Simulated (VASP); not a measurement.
# SrO: single point with PBEsol

Crystal: SrO.

```xyz
2
Lattice="3.4780 0.0000 0.0000 -1.7390 3.0121 0.0000 0.0000 0.0000 3.1580" Properties=species:S:1:pos:R:3 pbc="T T T"
Sr    0.0000    0.0000    0.0000
O     1.7390    1.0040    1.5790
```

| Quantity | Value |
| --- | --- |
| Program | VASP 6.6.1 |
| Task | single point |
| Functional | PBEsol |
| Potentials or basis | VASP PAW PBE potentials, release 64 (Sr_sv, O) |
| Cutoff | 520 eV |
| k mesh | 10 × 10 × 10 |
| Occupations | gaussian, width 0.05 eV |
| Spin | no spin polarisation |

```json
{
  "Pressure": "0.7 GPa",
  "Band gap on the k mesh": "2.79 eV, direct"
}
```

Stress tensor (GPa, compression positive):
```
0.66 0.00 0.00
0.00 0.66 0.00
0.00 0.00 0.81
```

Levels at points of the mesh, in eV from the valence-band top:
```tsv
k point	band 6	band 7	band 8	band 9	band 10	band 11
(0.00, 0.00, 0.00)	-0.91	-0.91	0.00	2.79	3.95	7.81
(0.50, 0.00, 0.00)	-2.23	-0.70	-0.42	3.38	6.81	9.35
(0.00, 0.00, 0.50)	-2.68	-0.72	-0.72	6.11	6.51	6.51
(0.50, 0.00, 0.50)	-1.75	-1.42	-1.41	5.17	6.32	9.59
```

Wall time 24 s on 1 thread of Intel Xeon 6975P-C (shared host), peak memory 0.18 GiB.

Caveat: the PAW data sets were made with another functional, which shifts forces and pressure a little. A k mesh can miss the band edges.
